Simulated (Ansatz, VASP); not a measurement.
**One calculation of Ge, two programs**

```
CELL_PARAMETERS angstrom
-2.57449 2.57449 1.39741
2.57449 -2.57449 1.39741
2.57449 2.57449 -1.39741
ATOMIC_POSITIONS crystal
Ge 0.50000 0.50000 0.00000
Ge 0.25000 0.75000 0.50000
```

Alike in both runs: task single point; functional PBE; k mesh 11 × 11 × 11; occupations gaussian, width 0.028 eV; no spin polarisation.

|  | VASP | Ansatz |
| --- | --- | --- |
| version | VASP 6.6.1 | Ansatz 0.2.0 |
| potentials or method | VASP PAW PBE potentials, release 64 (Ge_d) | Ansatz PAW |
| plane-wave cutoff (eV) | 520 | 420 |
| valence electrons in the cell | 28 | 28 |

VASP gave:

| Property | Result |
| --- | --- |
| gap on the k mesh at the Fermi level (eV) | none |
| pressure (GPa) | 3.1 |
| traceless stress, the component that is largest in VASP (GPa) | 0.26 |

Estimate Ansatz's values.

gap on the k mesh at the Fermi level (eV): none; pressure (GPa): 3.2; traceless stress, the component that is largest in VASP (GPa): 0.25.

A gap of «none» marks a metal or a gap that the smearing closes.
